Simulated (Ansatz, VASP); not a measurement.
## One calculation of TiH6, two programs

```
Ti H
1.0
     0.00000    2.68166    2.68166
     2.68166    0.00000    2.68166
     2.68166    2.68166    0.00000
Ti H
1 6
Direct
  0.50000 0.50000 0.50000
  0.50000 0.00000 0.00000
  0.00000 0.50000 0.50000
  0.00000 0.50000 0.00000
  0.50000 0.00000 0.50000
  0.00000 0.00000 0.50000
  0.50000 0.50000 0.00000
```

Alike in both runs: functional PBE; k mesh 12 × 12 × 12; occupations gaussian, width 0.1 eV; no spin polarisation.

Ansatz relaxed the structure, and its values are those at the end. VASP's run is a single point on that final structure, the one shown.

```csv
,VASP,Ansatz
version,VASP 6.6.1,Ansatz 0.2.0
potentials or method,"VASP PAW PBE potentials, release 64 (Ti_sv, H), cutoff 500 eV","scalar-relativistic, plane waves, PAW"
valence electrons in the cell,18,18
```

```csv
,VASP,Ansatz,Ansatz less VASP
gap on the k mesh at the Fermi level (eV),none,none,-
pressure (GPa),-0.2,0.0,+0.22
```

A gap of «none» marks a metal or a gap that the smearing closes. With one functional, cell and mesh, what is left measures potentials, basis and numerics.
